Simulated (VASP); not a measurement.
Wanted: the native input for a VASP 6.6.1 run.

```
Task                   : single point
Functional             : r2SCAN
Potentials or basis    : VASP PAW PBE potentials, release 64 (Si)
Cutoff                 : 520 eV
k mesh                 : 10 × 10 × 10
Occupations            : gaussian, width 0.05 eV
Spin                   : no spin polarisation
Dipole correction      : no
Further INCAR settings : ALGO = Normal; EDIFF = 1e-07; NBANDS = 16
```

The system is Si.

```xyz
4
Lattice="-3.3273 3.3273 2.0660 3.3273 -3.3273 2.0660 3.3273 3.3273 -2.0660" Properties=species:S:1:pos:R:3 pbc="T T T"
Si    1.1895    1.1895    0.0000
Si    2.1378    2.1378    2.0660
Si    2.1378   -2.1378    2.0660
Si   -2.1378    2.1378    2.0660
```

This cell differs from its parent crystal: strain +0.0750 x Voigt [0, 0, 1, 0, 0, 0].

These files were run (other wordings do the same):

POSCAR

```
Si
1.0
   -3.3273296543      3.3273296543      2.0660215622
    3.3273296543     -3.3273296543      2.0660215622
    3.3273296543      3.3273296543     -2.0660215622
Si
4
Direct
    0.1787531995      0.1787531995      0.3575063991
    0.8212468005      0.8212468005      0.6424936010
    0.1787531995      0.8212468005      0.0000000000
    0.8212468005      0.1787531995      0.0000000000
```

INCAR.step1

```
PREC = Accurate
ENCUT = 520
ISMEAR = 0
SIGMA = 0.05
LREAL = F
LASPH = T
NELM = 100
NBANDS = 16
GGA = PE
ALGO = Normal
EDIFF = 1E-4
LWAVE = T
LCHARG = F
```

INCAR.step2

```
PREC = Accurate
ENCUT = 520
EDIFF = 1E-7
ISMEAR = 0
SIGMA = 0.05
LREAL = F
LASPH = T
NELM = 100
ALGO = Normal
ISIF = 2
LWAVE = F
LCHARG = T
METAGGA = R2SCAN
LMIXTAU = T
LELF = T
LVHAR = T
NBANDS = 16
ISTART = 1
```

KPOINTS

```
regular mesh
0
Gamma
  10 10 10
```

Potentials or basis: VASP PAW PBE potentials, release 64 (Si).

Run with:

```sh
$ cat potpaw_PBE.64/Si/POTCAR > POTCAR
$ cp INCAR.step1 INCAR
$ mpirun -np 1 vasp_std > vasp.out
$ cp INCAR.step2 INCAR
$ mpirun -np 1 vasp_std > vasp.out
```

It gave:

```json
{"Pressure": "-5.5 GPa", "Largest force": "0.511 eV/Å", "Band gap on the k mesh": "zero (bands 8 and 9 overlap by 0.05 eV)"}
```

Caveat: the cell differs from its parent crystal (strain +0.0750 x Voigt [0, 0, 1, 0, 0, 0]); the stress differs along the axes, from -13 to -2 GPa; semilocal functionals underestimate gaps, and a narrow one can read as zero; the PAW data sets were made with another functional, which shifts forces and pressure a little.

Wall time 15 min on 1 thread of Intel Xeon 8259CL (shared host), peak memory 0.31 GiB.
